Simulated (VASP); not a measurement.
Wanted: the native input for a VASP 6.6.1 run.

- Task: single point
- Functional: PBEsol
- Potentials or basis: VASP PAW PBE potentials, release 64 (Ti_sv, O)
- Cutoff: 520 eV
- k mesh: 18 × 18 × 8
- Occupations: gaussian, width 0.1 eV
- Spin: no spin polarisation
- Dipole correction: no
- Further INCAR settings: ALGO = Normal; EDIFF = 1e-06; NBANDS = 26

The structure of TiO lies in POSCAR:

```
TiO
1.0
    2.8187574077      0.0000000000      0.0000000000
   -1.4093787039      2.4411155221      0.0000000000
    0.0000000000      0.0000000000      5.4562942477
Ti O
2 2
Direct
    0.3333333333      0.6666666667      0.2500000000
    0.6666666667      0.3333333333      0.7500000000
    0.0000000000      0.0000000000      0.0000000000
    0.0000000000      0.0000000000      0.5000000000
```

These files were run (other wordings do the same):

INCAR

```
SYSTEM = TiO
PREC = Accurate
ENCUT = 520
EDIFF = 1E-6
ISMEAR = 0
SIGMA = 0.1
LREAL = .FALSE.
LASPH = .TRUE.
NELM = 100
ALGO = Normal
ISIF = 2
LWAVE = .FALSE.
LCHARG = .FALSE.
GGA = PS
NBANDS = 26
```

KPOINTS

```
Automatic mesh
0
G
  18 18 8
  0 0 0
```

Potentials or basis: VASP PAW PBE potentials, release 64 (Ti_sv, O).

Run with:

```bash
$ cat potpaw_PBE.64/Ti_sv/POTCAR potpaw_PBE.64/O/POTCAR > POTCAR
$ mpirun -np 1 vasp_std > vasp.out
```

Results of the run:

* Pressure: 0.8 GPa
* Band gap on the k mesh: zero (band 18 reaches 11.88 eV, above the bottom of band 19 at 11.58 eV)

Caveat: the PAW data sets were made with another functional, which shifts forces and pressure a little; semilocal functionals often make such compounds metallic where correlation or magnetic order opens a gap, which also shifts bond lengths.

Run time: 110 s on 1 thread of AMD EPYC 9R45 96-Core Processor (Zen 5), with other jobs on the host, peak memory 0.24 GiB.
